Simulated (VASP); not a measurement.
# HgTe (F-43m) in VASP: notebook

The runs below take HgTe through single point, relaxation of cell and atoms, with PBEsol.

Program: VASP 6.6.1. These are calculated values, not measurements. Logs are shortened: lines on timing, memory, paths and dates and some standing lists are left out, and cuts for length are marked.

**1. The cell of the first run**

Symmetry: F-43m, No. 216, cubic system. Conventional cell: a = 6.310 Å, b = 6.310 Å, c = 6.310 Å, α = 90.00°, β = 90.00°, γ = 90.00°. Hg (site symmetry -43m) has 4 Te at 2.73 Å within 3.6 Å. Within 3.6 Å of Te (site symmetry -43m) lie 4 Hg at 2.73 Å.

**2. Single point, PBEsol**

The input, INCAR:

```
SYSTEM = HgTe
PREC = Accurate
ENCUT = 520
EDIFF = 1E-7
ISMEAR = 0
SIGMA = 0.03
LREAL = .False.
LASPH = .True.
NELM = 80
ALGO = Normal
ISIF = 2
LWAVE = .False.
LCHARG = .False.
GGA = PS
NBANDS = 16
```

The input, KPOINTS:

```
regular mesh
0
Gamma
  10 10 10
  0 0 0
```

The input, POSCAR:

```
HgTe
1.0
    0.0000000000      3.1549956655      3.1549956655
    3.1549956655      0.0000000000      3.1549956655
    3.1549956655      3.1549956655      0.0000000000
Hg Te
1 1
Direct
    0.0000000000      0.0000000000      0.0000000000
    0.2500000000      0.2500000000      0.2500000000
```

Potentials or basis: VASP PAW PBE potentials, release 64 (Hg, Te).

Launch:

```console
$ cat potpaw_PBE.64/Hg/POTCAR potpaw_PBE.64/Te/POTCAR > POTCAR
$ mpirun -np 1 vasp_std > vasp.out
```

OUTCAR:

```text
SYSTEM = HgTe
   PREC = Accurate
   ENCUT = 520
   EDIFF = 1E-7
   ISMEAR = 0
   LREAL = .False.
   LASPH = .True.
   NELM = 80
   ISIF = 2
   GGA = PS

 ion  position               nearest neighbor table
   1  0.000  0.000  0.000-   2 2.73   2 2.73   2 2.73   2 2.73
   2  0.250  0.250  0.250-   1 2.73   1 2.73   1 2.73   1 2.73

  LATTYP: Found a face centered cubic cell.
 ALAT       =     6.3099913310

  Lattice vectors:

 A1 = (   0.0000000000,   3.1549956655,   3.1549956655)
 A2 = (   3.1549956655,   0.0000000000,   3.1549956655)
 A3 = (   3.1549956655,   3.1549956655,   0.0000000000)

Analysis of symmetry for initial positions (statically):
=====================================================================
 Subroutine PRICEL returns:
 Original cell was already a primitive cell.

 Routine SETGRP: Setting up the symmetry group for a
 face centered cubic supercell.

 Subroutine GETGRP returns: Found 24 space group operations
 (whereof 24 operations were pure point group operations)
 out of a pool of 48 trial point group operations.

The static configuration has the point symmetry T_d .

Analysis of symmetry for dynamics (positions and initial velocities):
=====================================================================
 Subroutine PRICEL returns:
 Original cell was already a primitive cell.

 Routine SETGRP: Setting up the symmetry group for a
 face centered cubic supercell.

 Subroutine GETGRP returns: Found 24 space group operations
 (whereof 24 operations were pure point group operations)
 out of a pool of 48 trial point group operations.

The dynamic configuration has the point symmetry T_d .

 Subroutine INISYM returns: Found 24 space group operations
 (whereof 24 operations are pure point group operations),
 and found     1 'primitive' translations

----------------------------------------------------------------------------------------

                                     Primitive cell

  volume of cell :      62.8096

  direct lattice vectors                    reciprocal lattice vectors
     0.000000000  3.154995665  3.154995665    -0.158478823  0.158478823  0.158478823
     3.154995665  0.000000000  3.154995665     0.158478823 -0.158478823  0.158478823
     3.154995665  3.154995665  0.000000000     0.158478823  0.158478823 -0.158478823

  length of vectors
     4.461837659  4.461837659  4.461837659     0.274493374  0.274493374  0.274493374

  position of ions in fractional coordinates (direct lattice)
     0.000000000  0.000000000  0.000000000
     0.250000000  0.250000000  0.250000000

  ion indices of the primitive-cell ions
   primitive index   ion index
                 1           1
                 2           2

----------------------------------------------------------------------------------------

 KPOINTS: regular mesh

Automatic generation of k-mesh.
 Grid dimensions read from file:
 generate k-points for:   10   10   10

 Generating k-lattice:

  Cartesian coordinates                     Fractional coordinates (reciprocal lattice)
    -0.015847882  0.015847882  0.015847882     0.100000000  0.000000000  0.000000000
     0.015847882 -0.015847882  0.015847882     0.000000000  0.100000000  0.000000000
     0.015847882  0.015847882 -0.015847882     0.000000000  0.000000000  0.100000000

  Length of vectors
     0.027449337  0.027449337  0.027449337

  Shift w.r.t. Gamma in fractional coordinates (k-lattice)
     0.000000000  0.000000000  0.000000000

 Subroutine IBZKPT returns following result:
 ===========================================

 Found     47 irreducible k-points:

 Following reciprocal coordinates:
            Coordinates               Weight
  0.000000  0.000000  0.000000      1.000000
  0.100000  0.000000  0.000000      8.000000
  0.200000  0.000000  0.000000      8.000000
  0.300000  0.000000  0.000000      8.000000
  0.400000  0.000000  0.000000      8.000000
  0.500000  0.000000  0.000000      4.000000
[... 16 lines left out ...]
  0.300000  0.300000  0.000000      6.000000
  0.400000  0.300000  0.000000     24.000000
 [... further k-points ...]
   k-points           NKPTS =     47   k-points in BZ     NKDIM =     47   number of bands    NBANDS=     16
   number of dos      NEDOS =    301   number of ions     NIONS =      2
   total plane-waves  NPLWV =  46656
   dimension x,y,z NGX =    36 NGY =   36 NGZ =   36
   dimension x,y,z NGXF=    72 NGYF=   72 NGZF=   72
   ions per type =               1   1
   NGX,Y,Z   is equivalent  to a cutoff of  13.41, 13.41, 13.41 a.u.
   NGXF,Y,Z  is equivalent  to a cutoff of  26.83, 26.83, 26.83 a.u.
 SYSTEM =  HgTe
   PREC   = accura    normal or accurate (medium, high low for compatibility)
   ISTART =      0    job   : 0-new  1-cont  2-samecut
   ICHARG =      2    charge: 1-file 2-atom 10-const
   ISPIN  =      1    spin polarized calculation?
   LNONCOLLINEAR =      F non collinear calculations
   LSORBIT =      F    spin-orbit coupling
   LASPH  =      T    aspherical Exc in radial PAW
   ENCUT  =  520.0 eV  38.22 Ry    6.18 a.u.   8.30  8.30  8.30*2*pi/ulx,y,z
   NELM   =     80;   NELMIN=  2; NELMDL= -5     # of ELM steps
   EDIFF  = 0.1E-06   stopping-criterion for ELM
   LREAL  =      F    real-space projection
   EDIFFG = 0.1E-05   stopping-criterion for IOM
   NSW    =      0    number of steps for IOM
   IBRION =     -1    ionic relax: 0-MD 1-quasi-New 2-CG
   NFREE  =      0    steps in history (QN), initial steepest desc. (CG)
   ISIF   =      2    stress and relaxation
   ISYM   =      2    0-nonsym 1-usesym 2-fastsym
   POTIM  = 0.5000    time-step for ionic-motion
   TEBEG  =    0.0;   TEEND  =   0.0 temperature during run
   PSTRESS=    0.0 pullay stress
   NELECT =      18.0000    total number of electrons
   NUPDOWN=      -1.0000    fix difference up-down
   EMIN   =  10.00;   EMAX   =-10.00  energy-range for DOS
   EFERMI =   0.00;   METHOD = LEGACY
   ISMEAR =     0;   SIGMA  =   0.03  broadening in eV -4-tet -1-fermi 0-gaus
   EFERMI_NEDOS =   21; number of points for ismear=-14 and -15
   IALGO  =     38    algorithm
   IMIX   =      4    mixing-type and parameters
     AMIX     =   0.40;   BMIX     =  1.00
     AMIX_MAG =   1.60;   BMIX_MAG =  1.00
  volume/ion in A,a.u.               =      31.40       211.93
  Fermi-wavevector in a.u.,A,eV,Ry     =   1.079337  2.039650 15.850345  1.164967
  Thomas-Fermi vector in A             =   2.215299
   LORBIT       =      0    0 simple, 1 ext, 2 COOP (PROOUT), +10 PAW based schemes
   GGA     = PS    functional components
   LHFCALC =     F    Hartree Fock is set to
   AEXX    =    0.0000 exact exchange contribution
   IVDW    =     0    specifies the selected vdW correction
   LEPSILON=     F    determine dielectric tensor
   LRPA    =     F    only Hartree local field effects (RPA)
 non-spin polarized calculation
 Gauss-broadening in eV      SIGMA  =   0.03
  energy-cutoff  :      520.00
  volume of cell :       62.81
 maximum number of plane-waves:      1711
 NGX is ok and might be reduce to    36
   NGX = 17   NGY = 17   NGZ = 17

 number of electron      18.0000000 magnetization

 Free energy of the ion-electron system (eV)
  ---------------------------------------------------
  ext. energy  EPLUGINS =         0.00000000
  ---------------------------------------------------
  free energy    TOTEN  =        -4.28259711 eV

  energy without entropy =       -4.28255083  energy(sigma->0) =       -4.28257397

 E-fermi :   3.7664     XC(G=0):  -9.2718

 val. band max:        3.7572724576   @ k =   0.0000   0.0000   0.0000
 cond. band min:       4.3485463845   @ k =   0.1000   0.0000   0.0000
 fundamental gap:      0.5912739269
 Fermi energy:         3.7664095365

 k-point     1 :       0.0000    0.0000    0.0000
  band No.  band energies     occupation
      1      -8.8267      2.00000
      2      -4.0486      2.00000
      3      -4.0486      2.00000
      4      -4.0486      2.00000
      5      -3.4200      2.00000
      6      -3.4200      2.00000
[... 8 lines left out ...]
     15      13.3990      0.00000
     16      13.3990      0.00000

 k-point     2 :       0.1000    0.0000    0.0000
  band No.  band energies     occupation
      1      -8.7685      2.00000
      2      -4.0338      2.00000
      3      -4.0321      2.00000
      4      -4.0321      2.00000
      5      -3.4221      2.00000
      6      -3.4221      2.00000
[... 8 lines left out ...]
     15      12.5760      0.00000
     16      12.5760      0.00000

 k-point     3 :       0.2000    0.0000    0.0000
  band No.  band energies     occupation
      1      -8.6104      2.00000
      2      -3.9906      2.00000
      3      -3.9906      2.00000
      4      -3.9671      2.00000
      5      -3.4242      2.00000
      6      -3.4242      2.00000
[... 8 lines left out ...]
     15      12.1660      0.00000
     16      12.1660      0.00000

 k-point     4 :       0.3000    0.0000    0.0000
  band No.  band energies     occupation
      1      -8.4028      2.00000
      2      -3.9450      2.00000
      3      -3.9450      2.00000
      4      -3.7891      2.00000
      5      -3.4178      2.00000
      6      -3.4178      2.00000
[... 8 lines left out ...]
     15      12.3848      0.00000
     16      12.3848      0.00000
[... 324 lines left out ...]
 k-point    22 :      -0.2000    0.2000    0.0000
  band No.  band energies     occupation
      1      -8.3305      2.00000
      2      -3.9206      2.00000
      3      -3.9060      2.00000
      4      -3.7778      2.00000
      5      -3.4499      2.00000
      6      -3.3790      2.00000
[... 8 lines left out ...]
     15      13.2420      0.00000
     16      13.4805      0.00000

 k-point    23 :       0.3000    0.3000    0.0000
  band No.  band energies     occupation
      1      -8.2558      2.00000
      2      -3.9715      2.00000
      3      -3.8035      2.00000
      4      -3.8035      2.00000
      5      -3.4308      2.00000
      6      -3.3714      2.00000
[... 8 lines left out ...]
     15      13.7676      0.00000
     16      14.8892      0.00000

 k-point    24 :       0.4000    0.3000    0.0000
  band No.  band energies     occupation
      1      -8.1123      2.00000
      2      -3.9171      2.00000
      3      -3.7510      2.00000
      4      -3.7284      2.00000
      5      -3.3644      2.00000
      6      -3.3283      2.00000
[... 8 lines left out ...]
     15      14.0596      0.00000
     16      15.2663      0.00000

 [... further k-points ...]
[... 5 lines left out ...]
  --------------------------------------------------------------------------------------
  -------------------------------------------------------------------------------------
  Total        2.0280923      2.0280923      2.0280923      0.0000000     -0.0000000      0.0000000
  in kB       51.7335157     51.7335157     51.7335157      0.0000000     -0.0000000      0.0000000
  external PRESSURE =      51.7335157 kB  Pullay stress =       0.0000000 kB

 VOLUME and BASIS-vectors are now :
 -----------------------------------------------------------------------------
  energy-cutoff  :      520.00
  volume of cell :       62.81
      direct lattice vectors                 reciprocal lattice vectors
     0.000000000  3.154995665  3.154995665    -0.158478823  0.158478823  0.158478823
     3.154995665  0.000000000  3.154995665     0.158478823 -0.158478823  0.158478823
     3.154995665  3.154995665  0.000000000     0.158478823  0.158478823 -0.158478823

 POSITION                                       TOTAL-FORCE (eV/Angst)
 -----------------------------------------------------------------------------------
      0.00000      0.00000      0.00000         0.000000      0.000000     -0.000000
      1.57750      1.57750      1.57750        -0.000000      0.000000      0.000000
 -----------------------------------------------------------------------------------
    total drift:                               -0.000000     -0.000000     -0.000000

  FREE ENERGIE OF THE ION-ELECTRON SYSTEM (eV)
  ---------------------------------------------------
  free  energy   TOTEN  =        -4.2825971114 eV

  energy  without entropy=       -4.2825508327  energy(sigma->0) =       -4.28257397
```

It took 43 s on 1 thread of Intel Xeon Platinum 8375C at 2.90GHz (Ice Lake), shared host; peak memory 0.23 GiB.

What came out:

```yaml
Free_energy: -4.2826 eV
Pressure: 5.2 GPa
Band_gap_on_the_k_mesh: zero (filled and empty bands touch)
```

Levels at points of the mesh, in eV from the Fermi level:
```
           k point  band 7  band 8  band 9  band 10  band 11  band 12
(0.00, 0.00, 0.00)   -0.64   -0.01   -0.01    -0.01     4.03     4.03
(0.50, 0.00, 0.00)   -6.05   -1.16   -1.16     0.62     4.89     4.89
(0.50, 0.50, 0.00)   -5.89   -2.64   -2.64     1.78     2.17     8.38
```

Caveat: the PAW data sets were made with another functional, which shifts forces and pressure a little; spin-orbit coupling is left out, which moves the levels of the heavy elements.

**3. Relaxation of cell and atoms, PBEsol, target pressure 5 GPa, at which the enthalpy is minimised**

This run uses another cell than the first one, of 33.70 Å³/atom, 1.073 times its volume.

The input, INCAR:

```
PREC = Accurate
ENCUT = 600
EDIFF = 1E-6
ISMEAR = 0
SIGMA = 0.03
LREAL = False
LASPH = True
NELM = 60
ALGO = Normal
ISIF = 3
LWAVE = False
LCHARG = False
GGA = PS
IBRION = 2
NSW = 80
EDIFFG = -0.005
PSTRESS = 50.0
```

The input, KPOINTS:

```
Automatic mesh
0
Gamma
  10 10 10
```

The input, POSCAR:

```
HgTe
1.0
    0.0000000000      3.2300000000      3.2300000000
    3.2300000000      0.0000000000      3.2300000000
    3.2300000000      3.2300000000      0.0000000000
Hg Te
1 1
Direct
    0.0000000000      0.0000000000      0.0000000000
    0.2500000000      0.2500000000      0.2500000000
```

Potentials or basis: VASP PAW PBE potentials, release 64 (Hg, Te).

Launch:

```console
$ cat potpaw_PBE.64/Hg/POTCAR potpaw_PBE.64/Te/POTCAR > POTCAR
$ mpirun -np 1 vasp_std > vasp.out
```

Wall time 2.2 min (1 thread of Intel Xeon Platinum 8375C at 2.90GHz (Ice Lake), shared host); peak memory 0.24 GiB.

It converged, with:

```yaml
Free_energy: -4.2893 eV
Relaxed_volume: 31.51 Å³/atom
Relaxed_cell: a = 4.467 Å, b = 4.467 Å, c = 4.467 Å, α = 60.00°, β = 60.00°, γ = 60.00°
Space_group_after_relaxing_to_0.05_Å: F-43m (No. 216)
Energy_change_on_relaxing_the_enthalpy_is_what_falls: +40.5 meV/atom
Ionic_steps: 6
Pressure_after_relaxing: 5.0 GPa
Band_gap_on_the_k_mesh: zero (filled and empty bands touch)
```

The path:
```csv
step,energy change (eV),largest force (eV/Å),pressure (GPa),volume (Å³)
1,0.0000,0.0000,1.17,67.40
2,0.2169,0.0000,8.88,59.84
3,0.0801,0.0000,4.97,63.04
4,0.0828,0.0000,5.06,62.96
5,0.0799,0.0000,4.97,63.05
6,0.0809,0.0000,4.98,63.02
```

Final structure:
```
Hg Te
1.0
     0.00000    3.15845    3.15845
     3.15845    0.00000    3.15845
     3.15845    3.15845    0.00000
Hg Te
1 1
Direct
  0.00000 0.00000 0.00000
  0.25000 0.25000 0.25000
```

Levels at points of the mesh, in eV from the Fermi level:
| k point | band 7 | band 8 | band 9 | band 10 | band 11 | band 12 |
| --- | --- | --- | --- | --- | --- | --- |
| (0.00, 0.00, 0.00) | -0.64 | -0.01 | -0.01 | -0.01 | 4.03 | 4.03 |
| (0.50, 0.00, 0.00) | -6.03 | -1.15 | -1.15 | 0.62 | 4.89 | 4.89 |
| (0.50, 0.50, 0.00) | -5.87 | -2.62 | -2.62 | 1.78 | 2.18 | 8.36 |

Caveat: the cell is relaxed towards a set pressure, so the enthalpy falls and the energy may rise; the PAW data sets were made with another functional, which shifts forces and pressure a little; spin-orbit coupling is left out, which moves the levels of the heavy elements.
